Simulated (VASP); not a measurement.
# Pd (Pm-3m) in VASP: notebook

The runs below take Pd through single point, with PBEsol.

Everything below comes from runs of VASP 6.6.1. Logs are shortened: lines on timing, memory, paths and dates and some standing lists are left out, and cuts for length are marked.

## 1. The cell of the first run

It takes space group Pm-3m (No. 221, cubic). Conventional cell: a = 2.479 Å, b = 2.479 Å, c = 2.479 Å, α = 90.00°, β = 90.00°, γ = 90.00°. Pd (site symmetry m-3m) has 6 Pd at 2.48 Å within 3.3 Å.

## 2. Single point, PBEsol

Contents of INCAR:

```
PREC = Accurate
ENCUT = 520
EDIFF = 1E-7
ISMEAR = 0
SIGMA = 0.1
LREAL = False
LASPH = True
NELM = 60
ALGO = Normal
ISIF = 2
LWAVE = False
LCHARG = False
GGA = PS
NBANDS = 11
```

Contents of KPOINTS:

```
Automatic mesh
0
Gamma
  9 9 9
```

Contents of POSCAR:

```
Pd
1.0
    2.4792687696      0.0000000000      0.0000000000
    0.0000000000      2.4792687696      0.0000000000
    0.0000000000      0.0000000000      2.4792687696
Pd
1
Direct
    0.0000000000      0.0000000000      0.0000000000
```

Potentials or basis: VASP PAW PBE potentials, release 64 (Pd).

Launch:

```sh
> cat potpaw_PBE.64/Pd/POTCAR > POTCAR
> mpirun -np 1 vasp_std > vasp.out
```

OUTCAR:

```text
PREC = Accurate
   ENCUT = 520
   EDIFF = 1E-7
   ISMEAR = 0
   LREAL = False
   LASPH = True
   NELM = 60
   ISIF = 2
   GGA = PS

 ion  position               nearest neighbor table
   1  0.000  0.000  0.000-

  LATTYP: Found a simple cubic cell.
 ALAT       =     2.4792687696

  Lattice vectors:

 A1 = (   2.4792687696,   0.0000000000,   0.0000000000)
 A2 = (   0.0000000000,   2.4792687696,   0.0000000000)
 A3 = (   0.0000000000,   0.0000000000,   2.4792687696)

Analysis of symmetry for initial positions (statically):
=====================================================================
 Subroutine PRICEL returns:
 Original cell was already a primitive cell.

 Routine SETGRP: Setting up the symmetry group for a
 simple cubic supercell.

 Subroutine GETGRP returns: Found 48 space group operations
 (whereof 48 operations were pure point group operations)
 out of a pool of 48 trial point group operations.

The static configuration has the point symmetry O_h .

Analysis of symmetry for dynamics (positions and initial velocities):
=====================================================================
 Subroutine PRICEL returns:
 Original cell was already a primitive cell.

 Routine SETGRP: Setting up the symmetry group for a
 simple cubic supercell.

 Subroutine GETGRP returns: Found 48 space group operations
 (whereof 48 operations were pure point group operations)
 out of a pool of 48 trial point group operations.

The dynamic configuration has the point symmetry O_h .

 Subroutine INISYM returns: Found 48 space group operations
 (whereof 48 operations are pure point group operations),
 and found     1 'primitive' translations

----------------------------------------------------------------------------------------

                                     Primitive cell

  volume of cell :      15.2395

  direct lattice vectors                    reciprocal lattice vectors
     2.479268770  0.000000000  0.000000000     0.403344733  0.000000000  0.000000000
     0.000000000  2.479268770  0.000000000     0.000000000  0.403344733  0.000000000
     0.000000000  0.000000000  2.479268770     0.000000000  0.000000000  0.403344733

  length of vectors
     2.479268770  2.479268770  2.479268770     0.403344733  0.403344733  0.403344733

[... 81 lines left out ...]
   NSW    =      0    number of steps for IOM
   IBRION =     -1    ionic relax: 0-MD 1-quasi-New 2-CG
   NFREE  =      0    steps in history (QN), initial steepest desc. (CG)
   ISIF   =      2    stress and relaxation
   ISYM   =      2    0-nonsym 1-usesym 2-fastsym
   POTIM  = 0.5000    time-step for ionic-motion
   TEBEG  =    0.0;   TEEND  =   0.0 temperature during run
   PSTRESS=    0.0 pullay stress
   NELECT =      10.0000    total number of electrons
   NUPDOWN=      -1.0000    fix difference up-down
   EMIN   =  10.00;   EMAX   =-10.00  energy-range for DOS
   EFERMI =   0.00;   METHOD = LEGACY
   ISMEAR =     0;   SIGMA  =   0.10  broadening in eV -4-tet -1-fermi 0-gaus
   EFERMI_NEDOS =   21; number of points for ismear=-14 and -15
   IALGO  =     38    algorithm
   IMIX   =      4    mixing-type and parameters
     AMIX     =   0.40;   BMIX     =  1.00
     AMIX_MAG =   1.60;   BMIX_MAG =  1.00
  volume/ion in A,a.u.               =      15.24       102.84
  Fermi-wavevector in a.u.,A,eV,Ry     =   1.422606  2.688335 27.535567  2.023807
  Thomas-Fermi vector in A             =   2.543292
   LORBIT       =      0    0 simple, 1 ext, 2 COOP (PROOUT), +10 PAW based schemes
   GGA     = PS    functional components
   LHFCALC =     F    Hartree Fock is set to
   AEXX    =    0.0000 exact exchange contribution
   IVDW    =     0    specifies the selected vdW correction
   LEPSILON=     F    determine dielectric tensor
   LRPA    =     F    only Hartree local field effects (RPA)
 non-spin polarized calculation
 Gauss-broadening in eV      SIGMA  =   0.10
  energy-cutoff  :      520.00
  volume of cell :       15.24
 maximum number of plane-waves:       437
   NGX =  9   NGY =  9   NGZ =  9

 number of electron      10.0000008 magnetization

 Free energy of the ion-electron system (eV)
  ---------------------------------------------------
  ext. energy  EPLUGINS =         0.00000000
  ---------------------------------------------------
  free energy    TOTEN  =        -5.27693674 eV

  energy without entropy =       -5.27030304  energy(sigma->0) =       -5.27361989

 E-fermi :   9.2870     XC(G=0): -13.0531

 val. band max:        9.2681146347   @ k =   0.2222   0.1111   0.0000
 cond. band min:       9.3402052282   @ k =   0.3333   0.1111   0.0000
 fundamental gap:      0.0720905935
 Fermi energy:         9.2869544022

 k-point     1 :       0.0000    0.0000    0.0000
  band No.  band energies     occupation
      1       2.2560      2.00000
      2       3.7416      2.00000
      3       3.7416      2.00000
      4       9.4449      0.02546
      5       9.4449      0.02546
      6       9.4449      0.02546
      7      26.8878      0.00000
      8      26.8878      0.00000
      9      26.8878      0.00000
     10      34.0984      0.00000
     11      34.1583      0.00000
[... 309 lines left out ...]
 k-point    24 :       0.4444    0.3333    0.1111
  band No.  band energies     occupation
      1       4.1574      2.00000
      2       5.4644      2.00000
      3       7.1662      2.00000
      4       7.5885      2.00000
      5       8.9179      2.00000
      6      13.4083      0.00000
      7      16.7250      0.00000
      8      23.8362      0.00000
      9      26.3985      0.00000
     10      30.9371      0.00000
     11      34.4857      0.00000

 [... further k-points ...]

------------------------ aborting loop because EDIFF is reached ----------------------------------------

  FORCE on cell =-STRESS in cart. coord.  units (eV):
  Direction    XX          YY          ZZ          XY          YZ          ZX
  --------------------------------------------------------------------------------------
  -------------------------------------------------------------------------------------
  Total        1.8389819      1.8389819      1.8389819     -0.0000000     -0.0000000      0.0000000
  in kB      193.3379929    193.3379929    193.3379929     -0.0000000     -0.0000000      0.0000000
  external PRESSURE =     193.3379929 kB  Pullay stress =       0.0000000 kB

 VOLUME and BASIS-vectors are now :
 -----------------------------------------------------------------------------
  energy-cutoff  :      520.00
  volume of cell :       15.24
      direct lattice vectors                 reciprocal lattice vectors
     2.479268770  0.000000000  0.000000000     0.403344733  0.000000000  0.000000000
     0.000000000  2.479268770  0.000000000     0.000000000  0.403344733  0.000000000
     0.000000000  0.000000000  2.479268770     0.000000000  0.000000000  0.403344733

 POSITION                                       TOTAL-FORCE (eV/Angst)
 -----------------------------------------------------------------------------------
      0.00000      0.00000      0.00000         0.000000      0.000000      0.000000
 -----------------------------------------------------------------------------------
    total drift:                               -0.000000      0.000000      0.000000

  FREE ENERGIE OF THE ION-ELECTRON SYSTEM (eV)
  ---------------------------------------------------
  free  energy   TOTEN  =        -5.2769367359 eV

  energy  without entropy=       -5.2703030386  energy(sigma->0) =       -5.27361989
```

Run time: 2.5 s. Hardware: 1 thread of Intel Xeon 6975P-C (Granite Rapids), shared host; peak memory 0.11 GiB.

Results:

- Free energy: -5.2769 eV
- Pressure: 19.3 GPa
- Band gap on the k mesh: zero (band 5 reaches 10.64 eV, above the bottom of band 6 at 8.67 eV)

Caveat: the PAW data sets were made with another functional, which shifts forces and pressure a little.

## 3. Single point, PBEsol

This run uses another cell than the first one, of 16.86 Å³/atom, 1.107 times its volume.

Contents of INCAR:

```
  PREC = Accurate
  ENCUT = 520
  EDIFF = 1E-7
  ISMEAR = 0
  SIGMA = 0.1
  LREAL = F
  LASPH = T
  NELM = 60
  ALGO = Normal
  ISIF = 2
  LWAVE = F
  LCHARG = T
  GGA = PS
  LELF = T
  LVHAR = T
  NBANDS = 11
```

Contents of KPOINTS:

```
regular mesh
0
Gamma
  9 9 9
```

Contents of POSCAR:

```
Pd
1.0
    2.5644233750      0.0000000000      0.0000000000
    0.0000000000      2.5644233750      0.0000000000
    0.0000000000      0.0000000000      2.5644233750
Pd
1
Direct
    0.0000000000      0.0000000000      0.0000000000
```

Potentials or basis: VASP PAW PBE potentials, release 64 (Pd).

Launch:

```sh
> cat potpaw_PBE.64/Pd/POTCAR > POTCAR
> mpirun -np 1 vasp_std > vasp.out
```

OUTCAR:

```text
PREC = Accurate
   ENCUT = 520
   EDIFF = 1E-7
   ISMEAR = 0
   LREAL = F
   LASPH = T
   NELM = 60
   ISIF = 2
   GGA = PS

 ion  position               nearest neighbor table
   1  0.000  0.000  0.000-

  LATTYP: Found a simple cubic cell.
 ALAT       =     2.5644233750

  Lattice vectors:

 A1 = (   2.5644233750,   0.0000000000,   0.0000000000)
 A2 = (   0.0000000000,   2.5644233750,   0.0000000000)
 A3 = (   0.0000000000,   0.0000000000,   2.5644233750)

Analysis of symmetry for initial positions (statically):
=====================================================================
 Subroutine PRICEL returns:
 Original cell was already a primitive cell.

 Routine SETGRP: Setting up the symmetry group for a
 simple cubic supercell.

 Subroutine GETGRP returns: Found 48 space group operations
 (whereof 48 operations were pure point group operations)
 out of a pool of 48 trial point group operations.

The static configuration has the point symmetry O_h .

Analysis of symmetry for dynamics (positions and initial velocities):
=====================================================================
 Subroutine PRICEL returns:
 Original cell was already a primitive cell.

 Routine SETGRP: Setting up the symmetry group for a
 simple cubic supercell.

 Subroutine GETGRP returns: Found 48 space group operations
 (whereof 48 operations were pure point group operations)
 out of a pool of 48 trial point group operations.

The dynamic configuration has the point symmetry O_h .

 Subroutine INISYM returns: Found 48 space group operations
 (whereof 48 operations are pure point group operations),
 and found     1 'primitive' translations

----------------------------------------------------------------------------------------

                                     Primitive cell

  volume of cell :      16.8643

  direct lattice vectors                    reciprocal lattice vectors
[... 111 lines left out ...]
   LHFCALC =     F    Hartree Fock is set to
   AEXX    =    0.0000 exact exchange contribution
   IVDW    =     0    specifies the selected vdW correction
   LEPSILON=     F    determine dielectric tensor
   LRPA    =     F    only Hartree local field effects (RPA)
 non-spin polarized calculation
 Gauss-broadening in eV      SIGMA  =   0.10
  energy-cutoff  :      520.00
  volume of cell :       16.86
 maximum number of plane-waves:       462
 NGX is ok and might be reduce to    20
   NGX =  9   NGY =  9   NGZ =  9

 number of electron      10.0000000 magnetization

 Free energy of the ion-electron system (eV)
  ---------------------------------------------------
  ext. energy  EPLUGINS =         0.00000000
  ---------------------------------------------------
  free energy    TOTEN  =        -5.36319734 eV

  energy without entropy =       -5.35403921  energy(sigma->0) =       -5.35861828

 E-fermi :   7.6833     XC(G=0): -12.4452

 val. band max:        7.6562514016   @ k =   0.2222   0.1111   0.0000
 cond. band min:       7.7160014789   @ k =   0.3333   0.1111   0.0000
 fundamental gap:      0.0597500773
 Fermi energy:         7.6833417193

 k-point     1 :       0.0000    0.0000    0.0000
  band No.  band energies     occupation
      1       1.4000      2.00000
      2       2.9146      2.00000
      3       2.9146      2.00000
      4       7.8028      0.09105
      5       7.8028      0.09105
      6       7.8028      0.09105
      7      24.5556      0.00000
      8      24.5556      0.00000
      9      24.5556      0.00000
     10      31.1883      0.00000
     11      31.2187      0.00000
[... 309 lines left out ...]
 k-point    24 :       0.4444    0.3333    0.1111
  band No.  band energies     occupation
      1       3.3389      2.00000
      2       4.3719      2.00000
      3       5.8961      2.00000
      4       6.2511      2.00000
      5       7.3627      1.99999
      6      11.5931      0.00000
      7      14.6267      0.00000
      8      21.4025      0.00000
      9      23.6551      0.00000
     10      28.5480      0.00000
     11      31.6764      0.00000

 [... further k-points ...]

------------------------ aborting loop because EDIFF is reached ----------------------------------------

  FORCE on cell =-STRESS in cart. coord.  units (eV):
  Direction    XX          YY          ZZ          XY          YZ          ZX
  --------------------------------------------------------------------------------------
  -------------------------------------------------------------------------------------
  Total       -0.0413573     -0.0413573     -0.0413573      0.0000000      0.0000000      0.0000000
  in kB       -3.9291052     -3.9291052     -3.9291052      0.0000000      0.0000000      0.0000000
  external PRESSURE =      -3.9291052 kB  Pullay stress =       0.0000000 kB

 VOLUME and BASIS-vectors are now :
 -----------------------------------------------------------------------------
  energy-cutoff  :      520.00
  volume of cell :       16.86
      direct lattice vectors                 reciprocal lattice vectors
     2.564423375  0.000000000  0.000000000     0.389951211  0.000000000  0.000000000
     0.000000000  2.564423375  0.000000000     0.000000000  0.389951211  0.000000000
     0.000000000  0.000000000  2.564423375     0.000000000  0.000000000  0.389951211

 POSITION                                       TOTAL-FORCE (eV/Angst)
 -----------------------------------------------------------------------------------
      0.00000      0.00000      0.00000         0.000000      0.000000      0.000000
 -----------------------------------------------------------------------------------
    total drift:                               -0.000000      0.000000      0.000000

  FREE ENERGIE OF THE ION-ELECTRON SYSTEM (eV)
  ---------------------------------------------------
  free  energy   TOTEN  =        -5.3631973425 eV

  energy  without entropy=       -5.3540392143  energy(sigma->0) =       -5.35861828
```

OSZICAR:

```text
N       E                     dE             d eps       ncg     rms          rms(c)
DAV:   1     0.411668517000E+02    0.41167E+02   -0.49762E+03   778   0.831E+02
DAV:   2    -0.494539060083E+01   -0.46112E+02   -0.44142E+02   866   0.179E+02
DAV:   3    -0.560797146788E+01   -0.66258E+00   -0.65975E+00   932   0.223E+01
DAV:   4    -0.561225250274E+01   -0.42810E-02   -0.42805E-02   921   0.188E+00
DAV:   5    -0.561231643074E+01   -0.63928E-04   -0.63927E-04   969   0.204E-01    0.670E+00
DAV:   6    -0.537451370619E+01    0.23780E+00   -0.97790E-01   896   0.810E+00    0.315E+00
DAV:   7    -0.536622530645E+01    0.82884E-02   -0.78347E-03   994   0.774E-01    0.168E+00
DAV:   8    -0.536321207457E+01    0.30132E-02   -0.11814E-03   915   0.315E-01    0.816E-02
DAV:   9    -0.536319494544E+01    0.17129E-04   -0.59433E-05  1109   0.691E-02    0.149E-02
DAV:  10    -0.536319811810E+01   -0.31727E-05   -0.82640E-06   902   0.253E-02    0.850E-03
DAV:  11    -0.536319733744E+01    0.78066E-06   -0.15703E-06   944   0.112E-02    0.274E-04
DAV:  12    -0.536319734250E+01   -0.50632E-08   -0.94307E-09   538   0.829E-04
   1 F= -.53631973E+01 E0= -.53586183E+01  d E =-.915813E-02
```

Run time: 3.1 s. Hardware: 1 thread of Intel Xeon 6975P-C (Granite Rapids), shared host; peak memory 0.12 GiB.

Results:

```
Free energy            : -5.3632 eV
Pressure               : -0.4 GPa
Band gap on the k mesh : zero (band 5 reaches 8.82 eV, above the bottom of band 6 at 7.17 eV)
```

Levels at points of the mesh, in eV from the Fermi level:
```
           k point  band 3  band 4  band 5  band 6  band 7  band 8
(0.00, 0.00, 0.00)   -4.77    0.12    0.12    0.12   16.87   16.87
```

Caveat: the PAW data sets were made with another functional, which shifts forces and pressure a little.

## 4. Single point, PBEsol

This run uses another cell than the first one, of 16.35 Å³/atom, 1.073 times its volume.

Contents of INCAR:

```
PREC     = Accurate       # precision mode
ENCUT    = 520            # plane-wave cutoff, eV
EDIFF    = 1E-6           # SCF threshold, eV
ISMEAR   = 0              # smearing method
SIGMA    = 0.1            # smearing width, eV
LREAL    = False          # projectors in reciprocal space
LASPH    = True           # aspherical terms in the spheres
NELM     = 80             # most SCF steps
ALGO     = Normal         # electronic algorithm
ISIF     = 2              # what is computed and relaxed
LWAVE    = False          # write WAVECAR
LCHARG   = False          # write CHGCAR
GGA      = PS             # functional
NBANDS   = 11             # bands
```

KPOINTS is that of step 3.

Contents of POSCAR:

```
Pd
1.0
    2.5381444862      0.0000000000      0.0000000000
    0.0000000000      2.5381444862      0.0000000000
    0.0000000000      0.0000000000      2.5381444862
Pd
1
Direct
    0.0000000000      0.0000000000      0.0000000000
```

Launch:

```sh
> cat potpaw_PBE.64/Pd/POTCAR > POTCAR
> mpirun -np 1 vasp_std > vasp.out
```

Wall time 4.2 s (1 thread of Intel Xeon 6975P-C (Granite Rapids), shared host); peak memory 0.12 GiB.

The run converged. Its results:

| Quantity | Value |
| --- | --- |
| Free energy | -5.3566 eV |
| Pressure | 4.5 GPa |
| Band gap on the k mesh | zero (band 5 reaches 9.34 eV, above the bottom of band 6 at 7.61 eV) |

Levels at points of the mesh, in eV from the Fermi level:
```tsv
k point	band 3	band 4	band 5	band 6	band 7	band 8
(0.00, 0.00, 0.00)	-4.99	0.13	0.13	0.13	17.10	17.10
```

Caveat: the PAW data sets were made with another functional, which shifts forces and pressure a little.

## 5. Single point, PBEsol

This run uses another cell than the first one, of 15.93 Å³/atom, 1.045 times its volume.

Contents of INCAR:

```
PREC = Accurate
ENCUT = 520
EDIFF = 1E-6
ISMEAR = 0
SIGMA = 0.1
LREAL = F
LASPH = T
NELM = 100
ALGO = Normal
ISIF = 2
LWAVE = F
LCHARG = T
GGA = PS
LELF = T
LVHAR = T
NBANDS = 11
```

Contents of KPOINTS:

```
Automatic mesh
0
Gamma
  9 9 9
```

Contents of POSCAR:

```
Pd
1.0
    2.5159147938      0.0000000000      0.0000000000
    0.0000000000      2.5159147938      0.0000000000
    0.0000000000      0.0000000000      2.5159147938
Pd
1
Direct
    0.0000000000      0.0000000000      0.0000000000
```

Launch:

```sh
> cat potpaw_PBE.64/Pd/POTCAR > POTCAR
> mpirun -np 1 vasp_std > vasp.out
```

It took 3.2 s on 1 thread of Intel Xeon 6975P-C (Granite Rapids), shared host; peak memory 0.12 GiB.

The run converged. Its results:

| Item | Value |
| --- | --- |
| Free energy | -5.3380 eV |
| Pressure | 9.5 GPa |
| Band gap on the k mesh | zero (band 5 reaches 9.82 eV, above the bottom of band 6 at 8.00 eV) |

Levels at points of the mesh, in eV from the Fermi level:
```
           k point  band 3  band 4  band 5  band 6  band 7  band 8
(0.00, 0.00, 0.00)   -5.19    0.14    0.14    0.14   17.29   17.29
```

Caveat: the PAW data sets were made with another functional, which shifts forces and pressure a little.

## 6. Overview

```csv
cell,gap on the mesh (eV),pressure (GPa)
"a = 2.479 Å, 1 atom",none,19.3
"a = 2.564 Å, 1 atom",none,-0.4
"a = 2.538 Å, 1 atom",none,4.5
"a = 2.516 Å, 1 atom",none,9.5
```

Alike in all rows: task single point; level PBEsol; potentials or basis VASP PAW PBE potentials, release 64 (Pd); no spin polarisation; k mesh 9 × 9 × 9; cutoff (eV) 520; smearing gaussian 0.1 eV.

Caveats: the PAW data sets were made with another functional, which shifts forces and pressure a little.

Absolute energies hang on the potentials; compare differences alone.
